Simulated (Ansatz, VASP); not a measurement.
**Two plane-wave programs on SiGe4W**

Contents of INCAR:

```
SYSTEM = SiGe4W
  ALGO = Normal
  EDIFF = 1E-6
  EDIFFG = -0.04
  ENCUT = 600
  GGA = PE
  IBRION = 2
  ISIF = 3
  ISMEAR = 0
  LASPH = .True.
  LCHARG = .False.
  LREAL = .False.
  LWAVE = .False.
  NELM = 60
  NSW = 90
  PREC = Accurate
  SIGMA = 0.1
```

File KPOINTS:

```
k-points
0
Gamma
  4 4 4
  0 0 0
```

POSCAR

```
SiGe4W
1.0
    3.8382813800      0.0000000000      0.0000000000
    0.0000000000      3.8382813800      0.0000000000
    0.0000000000      0.0000000000      6.7460226700
Si Ge W
1 4 1
Direct
    0.5000000000      0.5000000000      0.5000000000
    0.5000000000      0.0000000000      0.0000000000
    0.0000000000      0.5000000000      0.0000000000
    0.0000000000      0.0000000000      0.2737000000
    0.0000000000      0.0000000000      0.7263000000
    0.0000000000      0.0000000000      0.0000000000
```

Input for Ansatz:

```yaml
crystal:
  lattice:
    - [3.83828138, 0.0, 0.0]
    - [0.0, 3.83828138, 0.0]
    - [0.0, 0.0, 6.74602267]
  atoms:
    - { symbol: Si, position: [0.5, 0.5, 0.5] }
    - { symbol: Ge, position: [0.5, 0.0, 0.0] }
    - { symbol: Ge, position: [0.0, 0.5, 0.0] }
    - { symbol: Ge, position: [0.0, 0.0, 0.2737] }
    - { symbol: Ge, position: [0.0, 0.0, 0.7263] }
    - { symbol: W, position: [0.0, 0.0, 0.0] }
basis:
  ecutwfc: 420
kpoints:
  mp_grid: { grid: [4, 4, 4] }
hamiltonian:
  xc: pbe
scf:
  occupations: { method: gaussian, width: 0.1 }
  lower_state_search: "off"
output:
  forces: true
  stress: true
  eigenvalues: true
relax:
  adjacent_minimum: "off"
  f_tol: 0.04
  max_steps: 70
  cell: { stress_tol: 0.4 }
```

Change from the starting cell: species swapped into the AlTlF4 type (P4/mmm, No. 123).

Alike in both runs: task relaxation of cell and atoms; functional PBE; k mesh 4 × 4 × 4; occupations gaussian, width 0.1 eV; no spin polarisation.

|  | VASP | Ansatz |
| --- | --- | --- |
| version | VASP 6.6.1 | Ansatz 0.2.0 |
| potentials or method | VASP PAW PBE potentials, release 64 (Si, Ge_d, W_sv), cutoff 600 eV | scalar-relativistic, plane waves, PAW |
| valence electrons in the cell | 74 | 74 |

Ansatz gave:

| Item | Value |
| --- | --- |
| gap on the k mesh at the Fermi level, each at its own relaxed structure (eV) | none |
| relaxed volume (Å³/atom) | 27.73 |
| relaxed length of the cell vector where the two differ most in proportion (Å) | 4.796 |

**Question.** What did VASP give for the same quantities?

**Answer.** gap on the k mesh at the Fermi level, each at its own relaxed structure (eV): none; relaxed volume (Å³/atom): 27.66; relaxed length of the cell vector where the two differ most in proportion (Å): 4.792.

A gap of «none» marks a metal or a gap that the smearing closes.

The k mesh is coarse, so the values compare programs but aren't converged. Neither program's run includes spin-orbit coupling. Noted on VASP's run: the volume moved by over 15 % at a fixed basis, so the end points are rough.
